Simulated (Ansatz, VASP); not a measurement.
# Cd3HgTe4: VASP beside Ansatz

The input INCAR:

```
SYSTEM = Cd3HgTe4
PREC     = Accurate       ! precision mode
ENCUT    = 520            ! plane-wave cutoff, eV
EDIFF    = 1E-6           ! SCF threshold, eV
ISMEAR   = 0              ! smearing method
SIGMA    = 0.1            ! smearing width, eV
LREAL    = .False.        ! projectors in reciprocal space
LASPH    = .True.         ! aspherical terms in the spheres
NELM     = 80             ! most SCF steps
ALGO     = Normal         ! electronic algorithm
ISIF     = 2              ! what is computed and relaxed
LWAVE    = .False.        ! write WAVECAR
LCHARG   = .True.         ! write CHGCAR
GGA      = PE             ! functional
LELF     = .True.         ! ELF
LVHAR    = .True.       
NBANDS   = 46             ! bands
```

Contents of KPOINTS:

```
Automatic mesh
0
Gamma
  4 4 2
  0 0 0
```

Contents of POSCAR:

```
Cd3HgTe4
1.0
    4.3777576600      0.0000000000      0.0000000000
    0.0000000000      4.3777576600      0.0000000000
    0.0000000000      0.0000000000     12.3821685100
Cd Hg Te
3 1 4
Direct
    0.0000000000      0.0000000000      0.7500000000
    0.5000000000      0.5000000000      0.0000000000
    0.0000000000      0.0000000000      0.2500000000
    0.5000000000      0.5000000000      0.5000000000
    0.0000000000      0.0000000000      0.0000000000
    0.5000000000      0.5000000000      0.2500000000
    0.0000000000      0.0000000000      0.5000000000
    0.5000000000      0.5000000000      0.7500000000
```

Input for Ansatz:

```yaml
crystal:
  lattice:
    - [4.37775766, 0.0, 0.0]
    - [0.0, 4.37775766, 0.0]
    - [0.0, 0.0, 12.38216851]
  atoms:
    - { symbol: Cd, position: [0.0, 0.0, 0.75] }
    - { symbol: Cd, position: [0.5, 0.5, 0.0] }
    - { symbol: Cd, position: [0.0, 0.0, 0.25] }
    - { symbol: Hg, position: [0.5, 0.5, 0.5] }
    - { symbol: Te, position: [0.0, 0.0, 0.0] }
    - { symbol: Te, position: [0.5, 0.5, 0.25] }
    - { symbol: Te, position: [0.0, 0.0, 0.5] }
    - { symbol: Te, position: [0.5, 0.5, 0.75] }
basis:
  ecutwfc: 420
kpoints:
  mp_grid: { grid: [4, 4, 2] }
hamiltonian:
  xc: pbe
scf:
  occupations: { method: gaussian, width: 0.1 }
  lower_state_search: "off"
output:
  forces: true
  stress: true
  eigenvalues: true
```

Alike in both runs: task single point; functional PBE; k mesh 4 × 4 × 2; occupations gaussian, width 0.1 eV; no spin polarisation.

|  | VASP | Ansatz |
| --- | --- | --- |
| version | VASP 6.6.1 | Ansatz 0.2.0 |
| potentials or method | VASP PAW PBE potentials, release 64 (Cd, Hg, Te), cutoff 520 eV | scalar-relativistic, plane waves, PAW |
| valence electrons in the cell | 72 | 144 |

|  | VASP | Ansatz | Ansatz less VASP |
| --- | --- | --- | --- |
| gap on the k mesh at the Fermi level (eV) | none | none | - |
| pressure (GPa) | -0.8 | -0.9 | -0.13 |
| traceless stress, the component that is largest in VASP (GPa) | -0.20 | -0.19 | +0.009 |
| rms of the force components (eV/Å) | 0.048 | 0.047 | -0.0003 |

Atom by atom the forces differ by 0.000 eV/Å (rms over components). A gap of «none» marks a metal or a gap that the smearing closes. VASP's potentials hold 72 valence electrons a cell and Ansatz's 144, so a difference there can come from the potentials and not from the codes.

Spin-orbit coupling is off throughout.
